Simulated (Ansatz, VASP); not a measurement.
**One calculation of W, two programs**

INCAR

```
SYSTEM = W
PREC = Accurate ; ENCUT = 520
EDIFF = 1E-8 ; ISMEAR = -1
SIGMA = 0.08 ; LREAL = .FALSE.
LASPH = .TRUE. ; NELM = 100
ALGO = Normal ; ISIF = 2
LWAVE = .FALSE. ; LCHARG = .FALSE.
GGA = PE ; LEFG = .TRUE.
NBANDS = 13
```

The input KPOINTS:

```
Automatic mesh
0
G
  14 14 14
  0 0 0
```

Contents of POSCAR:

```
W
1.0
   -1.5922712528      1.5922712528      1.5922712528
    1.5922712528     -1.5922712528      1.5922712528
    1.5922712528      1.5922712528     -1.5922712528
W
1
Direct
    0.0000000000      0.0000000000      0.0000000000
```

Input for Ansatz:

```yaml
crystal:
  lattice:
    - [-1.5922712528, 1.5922712528, 1.5922712528]
    - [1.5922712528, -1.5922712528, 1.5922712528]
    - [1.5922712528, 1.5922712528, -1.5922712528]
  atoms:
    - { symbol: W, position: [0.0, 0.0, 0.0] }
kpoints:
  mp_grid: { grid: [14, 14, 14] }
scf:
  occupations: { method: fermi_dirac, width: 0.08 }
hamiltonian:
  xc: pbe
  pseudopotentials: { kind: paw }
output:
  forces: true
  stress: true
  eigenvalues: true
  efg: { contact_densities: true }
  write_density: true
  write_potential: true
  elf: true
  volumetric_format: npy
basis:
  ecutwfc: 600
```

Alike in both runs: task electric field gradients; functional PBE; k mesh 14 × 14 × 14; occupations fermi-dirac, width 0.08 eV; no spin polarisation.

```csv
,VASP,Ansatz
version,VASP 6.6.1,Ansatz 0.2.0
potentials or method,"VASP PAW PBE potentials, release 64 (W_sv), cutoff 520 eV","PAW with Ansatz's default frozen-core files, scalar-relativistic"
valence electrons in the cell,14,14
```

|  | VASP | Ansatz | Ansatz less VASP |
| --- | --- | --- | --- |
| pressure (GPa) | 0.5 | 0.0 | -0.52 |

The functional is the same, so the differences come from potentials, cutoffs and numerics.

Neither program's run includes spin-orbit coupling.
